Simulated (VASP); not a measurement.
# MgO: single point with PBEsol

**What was measured.**

From “Electronic structure of alkaline earth and post-transition metal oxides”, 2009, arxiv:0908.1581, for a bulk crystal of MgO: band gap 7.83 eV.

The system is MgO.

```
Mg O
1.0
     0.00000    2.10713    2.10713
     2.10713    0.00000    2.10713
     2.10713    2.10713    0.00000
Mg O
1 1
Cartesian
  0.0000 0.0000 0.0000
  2.1071 2.1071 2.1071
```

* Program: VASP 6.6.1
* Task: single point
* Functional: PBEsol
* Potentials or basis: VASP PAW PBE potentials, release 64 (Mg_sv, O)
* Cutoff: 840 eV
* k mesh: 10 × 10 × 10
* Occupations: gaussian, width 0.02 eV
* Spin: no spin polarisation

```json
{
 "Pressure": "0.2 GPa",
 "Band gap on the k mesh": "4.62 eV"
}
```

Levels at points of the mesh, in eV from the valence-band top:
```tsv
k point	band 5	band 6	band 7	band 8	band 9	band 10	band 11	band 12
(0.00, 0.00, 0.00)	-17.18	0.00	0.00	0.00	4.62	15.63	15.63	15.63
(0.50, 0.00, 0.00)	-15.84	-4.67	-0.66	-0.66	7.74	12.49	16.16	16.16
(0.50, 0.50, 0.00)	-15.62	-4.11	-1.36	-1.36	8.92	9.87	12.95	18.82
```

Run time: 20 s on 1 thread of Intel(R) Xeon(R) 6975P-C (Granite Rapids) (shared host), peak memory 0.17 GiB.

Measured gap of MgO: 7.83 eV (quoted in “Electronic structure of alkaline earth and post-transition metal oxides”, 2009, arxiv:0908.1581). This calculation gives 4.62 eV (-3.21 eV). The value is that of PBEsol, without temperature or zero-point motion. Semilocal functionals fall short of measured gaps as a rule.

Caveat: the PAW data sets were made with another functional, which shifts forces and pressure a little.
